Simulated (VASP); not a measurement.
# B (R-3m) in VASP: single point with PBE+D3(BJ)

Aim: the single point of B with PBE+D3(BJ).

Program: VASP 6.6.1. These are calculated values, not measurements. Logs are shortened: lines on timing, memory, paths and dates and some standing lists are left out, and cuts for length are marked.

### Step 1. The cell of the first run

Symmetry: R-3m, No. 166, trigonal system. Conventional cell: a = 4.861 Å, b = 4.861 Å, c = 12.462 Å, α = 90.00°, β = 90.00°, γ = 120.00°. B (site symmetry m) has 6 B at 1.66 to 1.79 Å within 2.2 Å. B (site symmetry m) has 7 B at 1.77 to 1.98 Å within 2.4 Å.

### Step 2. Single point, PBE+D3(BJ)

The input, INCAR:

```
SYSTEM = B
ALGO     = Normal         ! electronic algorithm
EDIFF    = 1E-7           ! SCF threshold, eV
ENCUT    = 520            ! plane-wave cutoff, eV
GGA      = PE             ! functional
ISIF     = 2              ! what is computed and relaxed
ISMEAR   = 0              ! smearing method
IVDW     = 12             ! dispersion correction
LASPH    = .TRUE.         ! aspherical terms in the spheres
LCHARG   = .TRUE.         ! write CHGCAR
LELF     = .TRUE.         ! ELF
LREAL    = .FALSE.        ! projectors in reciprocal space
LVHAR    = .TRUE.       
LWAVE    = .FALSE.        ! write WAVECAR
NBANDS   = 30             ! bands
NELM     = 100            ! most SCF steps
PREC     = Accurate       ! precision mode
SIGMA    = 0.02           ! smearing width, eV
```

The input, KPOINTS:

```
k-points
0
G
  9 9 9
  0 0 0
```

The input, POSCAR:

```
B
1.0
    2.4304728391      1.4032341480      4.1541057775
   -2.4304728391      1.4032341480      4.1541057775
    0.0000000000     -2.8064682959      4.1541057776
B
12
Direct
    0.0105954615      0.6535716951      0.0105954615
    0.0105954615      0.0105954615      0.6535716951
    0.6535716951      0.0105954615      0.0105954615
    0.3464283049      0.9894045385      0.9894045385
    0.9894045385      0.3464283049      0.9894045385
    0.9894045385      0.9894045385      0.3464283049
    0.2218930070      0.6294207565      0.2218930070
    0.2218930070      0.2218930070      0.6294207565
    0.6294207565      0.2218930070      0.2218930070
    0.3705792435      0.7781069930      0.7781069930
    0.7781069930      0.3705792435      0.7781069930
    0.7781069930      0.7781069930      0.3705792435
```

Potentials or basis: VASP PAW PBE potentials, release 64 (B).

Launch:

```sh
$ cat potpaw_PBE.64/B/POTCAR > POTCAR
$ mpirun -np 1 vasp_std > vasp.out
```

OUTCAR:

```text
SYSTEM = B
   EDIFF = 1E-7
   ENCUT = 520
   GGA = PE
   ISIF = 2
   ISMEAR = 0
   IVDW = 12
   LASPH = .TRUE.
   LREAL = .FALSE.
   NELM = 100
   PREC = Accurate
 IVDW          = 12

 ion  position               nearest neighbor table
   1  0.011  0.654  0.011-   5 1.66   3 1.74   2 1.74   7 1.78  10 1.79  12 1.79
   2  0.011  0.011  0.654-   6 1.66   3 1.74   1 1.74   8 1.78  10 1.79  11 1.79
   3  0.654  0.011  0.011-   4 1.66   1 1.74   2 1.74   9 1.78  11 1.79  12 1.79
   4  0.346  0.989  0.989-   3 1.66   5 1.74   6 1.74  10 1.78   7 1.79   8 1.79
   5  0.989  0.346  0.989-   1 1.66   4 1.74   6 1.74  11 1.78   9 1.79   8 1.79
   6  0.989  0.989  0.346-   2 1.66   4 1.74   5 1.74  12 1.78   9 1.79   7 1.79
   7  0.222  0.629  0.222-  12 1.77  10 1.77   1 1.78   6 1.79   4 1.79   9 1.98   8 1.98
   8  0.222  0.222  0.629-  10 1.77  11 1.77   2 1.78   4 1.79   5 1.79   7 1.98   9 1.98
   9  0.629  0.222  0.222-  12 1.77  11 1.77   3 1.78   6 1.79   5 1.79   7 1.98   8 1.98
  10  0.371  0.778  0.778-   8 1.77   7 1.77   4 1.78   2 1.79   1 1.79  11 1.98  12 1.98
  11  0.778  0.371  0.778-   8 1.77   9 1.77   5 1.78   2 1.79   3 1.79  10 1.98  12 1.98
  12  0.778  0.778  0.371-   7 1.77   9 1.77   6 1.78   3 1.79   1 1.79  10 1.98  11 1.98

  LATTYP: Found a trigonal (rhomboedric) cell.
 ALAT       =     5.0132683058
 COS(alpha) =     0.5299223063

  Lattice vectors:

 A1 = (   2.4304728391,   1.4032341480,   4.1541057775)
 A2 = (  -2.4304728391,   1.4032341480,   4.1541057775)
 A3 = (   0.0000000000,  -2.8064682959,   4.1541057776)

Analysis of symmetry for initial positions (statically):
=====================================================================
 Subroutine PRICEL returns:
 Original cell was already a primitive cell.

 Routine SETGRP: Setting up the symmetry group for a
 trigonal (rhombohedral) supercell.

 Subroutine GETGRP returns: Found 12 space group operations
 (whereof 12 operations were pure point group operations)
 out of a pool of 12 trial point group operations.

The static configuration has the point symmetry D_3d.

Analysis of symmetry for dynamics (positions and initial velocities):
=====================================================================
 Subroutine PRICEL returns:
 Original cell was already a primitive cell.

 Routine SETGRP: Setting up the symmetry group for a
 trigonal (rhombohedral) supercell.

 Subroutine GETGRP returns: Found 12 space group operations
 (whereof 12 operations were pure point group operations)
 out of a pool of 12 trial point group operations.

The dynamic configuration has the point symmetry D_3d.

 Subroutine INISYM returns: Found 12 space group operations
 (whereof 12 operations are pure point group operations),
 and found     1 'primitive' translations

----------------------------------------------------------------------------------------

                                     Primitive cell

  volume of cell :      85.0060

  direct lattice vectors                    reciprocal lattice vectors
     2.430472839  1.403234148  4.154105777     0.205721287  0.118773240  0.080241898
    -2.430472839  1.403234148  4.154105777    -0.205721287  0.118773240  0.080241898
     0.000000000 -2.806468296  4.154105778     0.000000000 -0.237546481  0.080241898

  length of vectors
     5.013268306  5.013268306  5.013268306     0.250733110  0.250733110  0.250733110

  position of ions in fractional coordinates (direct lattice)
     0.010595462  0.653571695  0.010595462
     0.010595462  0.010595462  0.653571695
     0.653571695  0.010595462  0.010595462
     0.346428305  0.989404538  0.989404538
     0.989404538  0.346428305  0.989404538
     0.989404538  0.989404538  0.346428305
     0.221893007  0.629420756  0.221893007
     0.221893007  0.221893007  0.629420756
     0.629420756  0.221893007  0.221893007
     0.370579244  0.778106993  0.778106993
     0.778106993  0.370579244  0.778106993
     0.778106993  0.778106993  0.370579244

  ion indices of the primitive-cell ions
   primitive index   ion index
                 1           1
                 2           2
                 3           3
                 4           4
                 5           5
                 6           6
                 7           7
                 8           8
                 9           9
                10          10
                11          11
                12          12

----------------------------------------------------------------------------------------

 KPOINTS: k-points

Automatic generation of k-mesh.
 Grid dimensions read from file:
 generate k-points for:    9    9    9

 Generating k-lattice:

  Cartesian coordinates                     Fractional coordinates (reciprocal lattice)
     0.022857921  0.013197027  0.008915766     0.111111111 -0.000000000  0.000000000
    -0.022857921  0.013197027  0.008915766    -0.000000000  0.111111111  0.000000000
     0.000000000 -0.026394053  0.008915766     0.000000000  0.000000000  0.111111111

  Length of vectors
     0.027859234  0.027859234  0.027859234

  Shift w.r.t. Gamma in fractional coordinates (k-lattice)
     0.000000000  0.000000000  0.000000000

 Subroutine IBZKPT returns following result:
 ===========================================

 Found     85 irreducible k-points:

 Following reciprocal coordinates:
            Coordinates               Weight
  0.000000  0.000000  0.000000      1.000000
  0.111111  0.000000 -0.000000      6.000000
  0.222222  0.000000 -0.000000      6.000000
  0.333333  0.000000 -0.000000      6.000000
  0.444444  0.000000 -0.000000      6.000000
  0.111111  0.111111 -0.000000      6.000000
[... 16 lines left out ...]
 -0.333333  0.333333  0.000000      6.000000
  0.444444  0.444444 -0.000000      6.000000
 [... further k-points ...]
   k-points           NKPTS =     85   k-points in BZ     NKDIM =     85   number of bands    NBANDS=     30
   number of dos      NEDOS =    301   number of ions     NIONS =     12
   total plane-waves  NPLWV =  64000
   dimension x,y,z NGX =    40 NGY =   40 NGZ =   40
   dimension x,y,z NGXF=    80 NGYF=   80 NGZF=   80
   ions per type =              12
   NGX,Y,Z   is equivalent  to a cutoff of  13.26, 13.26, 13.26 a.u.
   NGXF,Y,Z  is equivalent  to a cutoff of  26.53, 26.53, 26.53 a.u.
 SYSTEM =  B
   PREC   = accura    normal or accurate (medium, high low for compatibility)
   ISTART =      0    job   : 0-new  1-cont  2-samecut
   ICHARG =      2    charge: 1-file 2-atom 10-const
   ISPIN  =      1    spin polarized calculation?
   LNONCOLLINEAR =      F non collinear calculations
   LSORBIT =      F    spin-orbit coupling
   LASPH  =      T    aspherical Exc in radial PAW
   ENCUT  =  520.0 eV  38.22 Ry    6.18 a.u.   9.32  9.32  9.32*2*pi/ulx,y,z
   NELM   =    100;   NELMIN=  2; NELMDL= -5     # of ELM steps
   EDIFF  = 0.1E-06   stopping-criterion for ELM
   LREAL  =      F    real-space projection
   EDIFFG = 0.1E-05   stopping-criterion for IOM
   NSW    =      0    number of steps for IOM
   IBRION =     -1    ionic relax: 0-MD 1-quasi-New 2-CG
   NFREE  =      0    steps in history (QN), initial steepest desc. (CG)
   ISIF   =      2    stress and relaxation
   ISYM   =      2    0-nonsym 1-usesym 2-fastsym
   POTIM  = 0.5000    time-step for ionic-motion
   TEBEG  =    0.0;   TEEND  =   0.0 temperature during run
   PSTRESS=    0.0 pullay stress
   NELECT =      36.0000    total number of electrons
   NUPDOWN=      -1.0000    fix difference up-down
   EMIN   =  10.00;   EMAX   =-10.00  energy-range for DOS
   EFERMI =   0.00;   METHOD = LEGACY
   ISMEAR =     0;   SIGMA  =   0.02  broadening in eV -4-tet -1-fermi 0-gaus
   EFERMI_NEDOS =   21; number of points for ismear=-14 and -15
   IALGO  =     38    algorithm
   IMIX   =      4    mixing-type and parameters
     AMIX     =   0.40;   BMIX     =  1.00
     AMIX_MAG =   1.60;   BMIX_MAG =  1.00
  volume/ion in A,a.u.               =       7.08        47.80
  Fermi-wavevector in a.u.,A,eV,Ry     =   1.229398  2.323225 20.564103  1.511419
  Thomas-Fermi vector in A             =   2.364287
   LORBIT       =      0    0 simple, 1 ext, 2 COOP (PROOUT), +10 PAW based schemes
   GGA     = PE    functional components
   LHFCALC =     F    Hartree Fock is set to
   AEXX    =    0.0000 exact exchange contribution
   IVDW    =    12    specifies the selected vdW correction
   LEPSILON=     F    determine dielectric tensor
   LRPA    =     F    only Hartree local field effects (RPA)
 non-spin polarized calculation
 Gauss-broadening in eV      SIGMA  =   0.02
  energy-cutoff  :      520.00
  volume of cell :       85.01
 maximum number of plane-waves:      2306
 NGX is ok and might be reduce to    40
   NGX = 19   NGY = 19   NGZ = 19

 number of electron      36.0000000 magnetization

 Free energy of the ion-electron system (eV)
  ---------------------------------------------------
  ext. energy  EPLUGINS =         0.00000000
  ---------------------------------------------------
  free energy    TOTEN  =       -80.42835498 eV

  energy without entropy =      -80.42835498  energy(sigma->0) =      -80.42835498

 E-fermi :   6.2602     XC(G=0): -11.6523

 val. band max:        6.1816049076   @ k =   0.4444   0.4444   0.4444
 cond. band min:       7.5665219419   @ k =   0.0000   0.0000   0.0000
 fundamental gap:      1.3849170343
 Fermi energy:         6.2602029094

 k-point     1 :       0.0000    0.0000    0.0000
  band No.  band energies     occupation
      1     -10.2338      2.00000
      2      -4.3980      2.00000
      3      -4.1311      2.00000
      4      -4.1311      2.00000
      5      -3.1738      2.00000
      6      -2.4795      2.00000
[... 22 lines left out ...]
     29      16.0792      0.00000
     30      16.4568      0.00000
[... 728 lines left out ...]
  band No.  band energies     occupation
      1      -9.1456      2.00000
      2      -7.0560      2.00000
      3      -5.3746      2.00000
      4      -5.2904      2.00000
      5      -4.1139      2.00000
      6      -3.1002      2.00000
[... 22 lines left out ...]
     29      15.2894      0.00000
     30      15.6735      0.00000

 [... further k-points ...]

------------------------ aborting loop because EDIFF is reached ----------------------------------------

 Edisp (eV)   -2.51824

 E8    (eV) :    -0.8341

  FORCE on cell =-STRESS in cart. coord.  units (eV):
  Direction    XX          YY          ZZ          XY          YZ          ZX
  --------------------------------------------------------------------------------------
  -------------------------------------------------------------------------------------
  Total       0.06078     0.06078     0.05039     0.00000    -0.00000     0.00000
  in kB       1.14563     1.14563     0.94972     0.00000    -0.00000     0.00000
  external pressure =        1.08 kB  Pullay stress =        0.00 kB

 VOLUME and BASIS-vectors are now :
 -----------------------------------------------------------------------------
  energy-cutoff  :      520.00
  volume of cell :       85.01
      direct lattice vectors                 reciprocal lattice vectors
     2.430472839  1.403234148  4.154105777     0.205721287  0.118773240  0.080241898
    -2.430472839  1.403234148  4.154105777    -0.205721287  0.118773240  0.080241898
     0.000000000 -2.806468296  4.154105778     0.000000000 -0.237546481  0.080241898

 POSITION                                       TOTAL-FORCE (eV/Angst)
 -----------------------------------------------------------------------------------
     -1.56274      0.90225      2.80304         0.009114     -0.005262     -0.004889
      0.00000     -1.80449      2.80304         0.000000      0.010524     -0.004889
      1.56274      0.90225      2.80304        -0.009114     -0.005262     -0.004889
     -1.56274     -0.90225      9.65928         0.009114      0.005262      0.004889
      1.56274     -0.90225      9.65928        -0.009114      0.005262      0.004889
      0.00000      1.80449      9.65928         0.000000     -0.010524      0.004889
     -0.99049      0.57186      4.45821         0.012390     -0.007154      0.004656
      0.00000     -1.14371      4.45821         0.000000      0.014307      0.004656
      0.99049      0.57186      4.45821        -0.012390     -0.007154      0.004656
     -0.99049     -0.57186      8.00410         0.012390      0.007154     -0.004656
      0.99049     -0.57186      8.00410        -0.012390      0.007154     -0.004656
      0.00000      1.14371      8.00410         0.000000     -0.014307     -0.004656
 -----------------------------------------------------------------------------------
    total drift:                                0.000000     -0.000000      0.000000

  FREE ENERGIE OF THE ION-ELECTRON SYSTEM (eV)
  ---------------------------------------------------
  free  energy   TOTEN  =       -82.9465973085 eV

  energy  without entropy=      -82.9465973085  energy(sigma->0) =      -82.94659731
```

Run time: 2.1 min. Hardware: 1 thread of Intel Xeon 6975P-C (Granite Rapids), shared host; peak memory 0.31 GiB.

What came out:

```yaml
Free_energy: -82.9466 eV
Pressure: 0.1 GPa
Largest_force: 0.015 eV/Å
Band_gap_on_the_k_mesh: 1.38 eV, indirect (least direct gap 1.71 eV)
Dispersion_energy_per_atom: -0.210 eV
```

Forces in eV/Å, atoms in the order of the input:
```
B    0.009 -0.005 -0.005
B    0.000  0.011 -0.005
B   -0.009 -0.005 -0.005
B    0.009  0.005  0.005
B   -0.009  0.005  0.005
B    0.000 -0.011  0.005
B    0.012 -0.007  0.005
B    0.000  0.014  0.005
B   -0.012 -0.007  0.005
B    0.012  0.007 -0.005
B   -0.012  0.007 -0.005
B    0.000 -0.014 -0.005
```

A k mesh can miss the band edges.
